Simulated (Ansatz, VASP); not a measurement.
## Two plane-wave programs on Au

Contents of INCAR:

```
PREC = Accurate ; ENCUT = 520
EDIFF = 1E-6 ; ISMEAR = 0
SIGMA = 0.15 ; LREAL = F
LASPH = T ; NELM = 100
ALGO = Fast ; ISIF = 2
LWAVE = F ; LCHARG = F
GGA = PE ; NBANDS = 42
```

Contents of KPOINTS:

```
regular mesh
0
Gamma
  18 18 4
```

The input POSCAR:

```
Au
1.0
    2.0455000000     -2.0455000000      0.0000000000
    2.0455000000      0.0000000000     -2.0455000000
    8.6150127019      8.6150127019      8.6150127019
Au
6
Direct
    0.6666666667      0.6666666667      0.0791289567
    0.0000000000      0.0000000000      0.8705768128
    0.3333333333      0.3333333333      0.2374185279
    0.6666666667      0.6666666667      0.5539976703
    0.0000000000      0.0000000000      0.3957080991
    0.3333333333      0.3333333333      0.7122872415
```

Input for Ansatz:

```yaml
crystal:
  lattice:
    - [2.0455, -2.0455, 0.0]
    - [2.0455, 0.0, -2.0455]
    - [8.6150127019, 8.6150127019, 8.6150127019]
  atoms:
    - { symbol: Au, position: [0.6666666667, 0.6666666667, 0.0791289567] }
    - { symbol: Au, position: [0.0, 0.0, 0.8705768128] }
    - { symbol: Au, position: [0.3333333333, 0.3333333333, 0.2374185279] }
    - { symbol: Au, position: [0.6666666667, 0.6666666667, 0.5539976703] }
    - { symbol: Au, position: [0.0, 0.0, 0.3957080991] }
    - { symbol: Au, position: [0.3333333333, 0.3333333333, 0.7122872415] }
basis:
  ecutwfc: 420
kpoints:
  mp_grid: { grid: [18, 18, 4] }
hamiltonian:
  xc: pbe
scf:
  occupations: { method: gaussian, width: 0.15 }
output:
  forces: true
  stress: true
  eigenvalues: true
```

Alike in both runs: task single point; functional PBE; k mesh 18 × 18 × 4; occupations gaussian, width 0.15 eV; no spin polarisation.

|  | VASP | Ansatz |
| --- | --- | --- |
| version | VASP 6.6.1 | Ansatz 0.2.0 |
| potentials or method | VASP PAW PBE potentials, release 64 (Au), cutoff 520 eV | scalar-relativistic, plane waves, PAW |
| valence electrons in the cell | 66 | 114 |

|  | VASP | Ansatz | Ansatz less VASP |
| --- | --- | --- | --- |
| gap on the k mesh at the Fermi level (eV) | none | none | - |
| pressure (GPa) | 3.7 | 4.0 | +0.27 |
| rms of the force components (eV/Å) | 0.267 | 0.270 | +0.0036 |

Atom by atom the forces differ by 0.004 eV/Å (rms over components). A gap of «none» marks a metal or a gap that the smearing closes. The functional is the same, so the differences come from potentials, cutoffs and numerics. VASP's potentials hold 66 valence electrons a cell and Ansatz's 114, so a difference there can come from the potentials and not from the codes.

Neither program's run includes spin-orbit coupling.
